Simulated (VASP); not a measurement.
Write the native input for VASP 6.6.1 that does the following.

```
Task                    : single point
Functional              : PBE
Potentials or basis     : VASP PAW PBE potentials, release 64 (K_sv, Ag, Sb)
Cutoff                  : 520 eV
k mesh                  : 7 × 7 × 7
Occupations             : fermi-dirac, width 0.011 eV
Spin                    : no spin polarisation
Dipole correction       : no
k mesh for the DOS      : 11 × 11 × 11
Occupations for the DOS : tetrahedron
Further INCAR settings  : ALGO = Normal; EDIFF = 1e-06; NBANDS = 44
```

Crystal: KAg4Sb3.

```
CELL_PARAMETERS angstrom
4.50319 0.00000 0.00000
-2.25160 3.89988 0.00000
-2.25160 1.29996 12.19946
ATOMIC_POSITIONS crystal
K 0.50000 0.50000 0.50000
Ag 0.09027 0.90973 0.27081
Ag 0.90973 0.09027 0.72919
Ag 0.30177 0.69823 0.90531
Ag 0.69823 0.30177 0.09469
Sb 0.22904 0.77096 0.68712
Sb 0.77096 0.22904 0.31288
Sb 0.00000 0.00000 0.00000
```

The input as run:

POSCAR

```
KAg4Sb3
1.0
    4.5031900000      0.0000000000      0.0000000000
   -2.2515950000      3.8998820000      0.0000000000
   -2.2515950000      1.2999610000     12.1994620000
K Ag Sb
1 4 3
Direct
    0.5000000000      0.5000000000      0.5000000000
    0.0902700000      0.9097300000      0.2708100000
    0.9097300000      0.0902700000      0.7291900000
    0.3017700000      0.6982300000      0.9053100000
    0.6982300000      0.3017700000      0.0946900000
    0.2290400000      0.7709600000      0.6871200000
    0.7709600000      0.2290400000      0.3128800000
    0.0000000000      0.0000000000      0.0000000000
```

INCAR.step1

```
PREC = Accurate
ENCUT = 520
EDIFF = 1E-6
ISMEAR = -1
SIGMA = 0.011
LREAL = False
LASPH = True
NELM = 100
ALGO = Normal
ISIF = 2
LWAVE = False
LCHARG = True
LMAXMIX = 4
GGA = PE
NBANDS = 44
```

KPOINTS.step1

```
regular mesh
0
Gamma
  7 7 7
```

INCAR.step2

```
PREC = Accurate
ENCUT = 520
EDIFF = 1E-6
ISMEAR = -5
SIGMA = 0.011
LREAL = False
LASPH = True
NELM = 100
ALGO = Normal
ISIF = 2
LWAVE = False
LCHARG = False
LMAXMIX = 4
GGA = PE
LORBIT = 10
NBANDS = 44
NEDOS = 2001
ICHARG = 11
```

KPOINTS.step2

```
regular mesh
0
Gamma
  11 11 11
```

Potentials or basis: VASP PAW PBE potentials, release 64 (K_sv, Ag, Sb).

Command:

```sh
$ cat potpaw_PBE.64/K_sv/POTCAR potpaw_PBE.64/Ag/POTCAR potpaw_PBE.64/Sb/POTCAR > POTCAR
$ cp INCAR.step1 INCAR
$ cp KPOINTS.step1 KPOINTS
$ mpirun -np 1 vasp_std > vasp.out
$ cp INCAR.step2 INCAR
$ cp KPOINTS.step2 KPOINTS
$ mpirun -np 1 vasp_std > vasp.out
```

It gave:

The valence electrons inside the program's atomic spheres are K 7.59; Ag 9.93, 9.85 (each value once); Sb 2.49, 2.35 (each value once).

Run time: 11 min on 1 thread of Intel(R) Xeon(R) 6975P-C (Granite Rapids), with other jobs on the host, peak memory 1.2 GiB.
